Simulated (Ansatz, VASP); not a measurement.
# Two plane-wave programs on Re

INCAR

```
ALGO = Normal ; EDIFF = 1E-6
ENCUT = 520 ; GGA = PE
ISIF = 2 ; ISMEAR = 0
LASPH = T ; LCHARG = F
LREAL = F ; LWAVE = F
NBANDS = 14 ; NELM = 100
PREC = Accurate ; SIGMA = 0.15
```

File KPOINTS:

```
k-points
0
Gamma
  18 18 10
```

POSCAR

```
Re
1.0
    2.8117293136      0.0000000000      0.0000000000
   -1.4058646568      2.4350290142      0.0000000000
    0.0000000000      0.0000000000      4.4842238099
Re
2
Direct
    0.3333333333      0.6666666667      0.2174860118
    0.6666666667      0.3333333333      0.7825139882
```

Input for Ansatz:

```yaml
crystal:
  lattice:
    - [2.8117293136, 0.0, 0.0]
    - [-1.4058646568, 2.4350290142, 0.0]
    - [0.0, 0.0, 4.4842238099]
  atoms:
    - { symbol: Re, position: [0.3333333333, 0.6666666667, 0.2174860118] }
    - { symbol: Re, position: [0.6666666667, 0.3333333333, 0.7825139882] }
basis:
  ecutwfc: 420
kpoints:
  mp_grid: { grid: [18, 18, 10] }
hamiltonian:
  xc: pbe
scf:
  occupations: { method: gaussian, width: 0.15 }
output:
  forces: true
  stress: true
  eigenvalues: true
```

Change from the starting cell: mode 4 frozen in at -0.146 Å, equal normal strain along x and y +0.0133.

Alike in both runs: task single point; functional PBE; k mesh 18 × 18 × 10; occupations gaussian, width 0.15 eV; no spin polarisation.

|  | VASP | Ansatz |
| --- | --- | --- |
| version | VASP 6.6.1 | Ansatz 0.2.0 |
| potentials or method | VASP PAW PBE potentials, release 64 (Re), cutoff 520 eV | scalar-relativistic, plane waves, PAW |
| valence electrons in the cell | 14 | 30 |

```tsv
	VASP	Ansatz	Ansatz less VASP
gap on the k mesh at the Fermi level (eV)	none	none	-
pressure (GPa)	3.5	4.1	+0.65
traceless stress, the component that is largest in VASP (GPa)	9.40	9.79	+0.392
rms of the force components (eV/Å)	1.751	1.824	+0.0735
```

Atom by atom the forces differ by 0.074 eV/Å (rms over components). A gap of «none» marks a metal or a gap that the smearing closes. VASP's potentials hold 14 valence electrons a cell and Ansatz's 30, so a difference there can come from the potentials and not from the codes.

Neither program's run includes spin-orbit coupling.
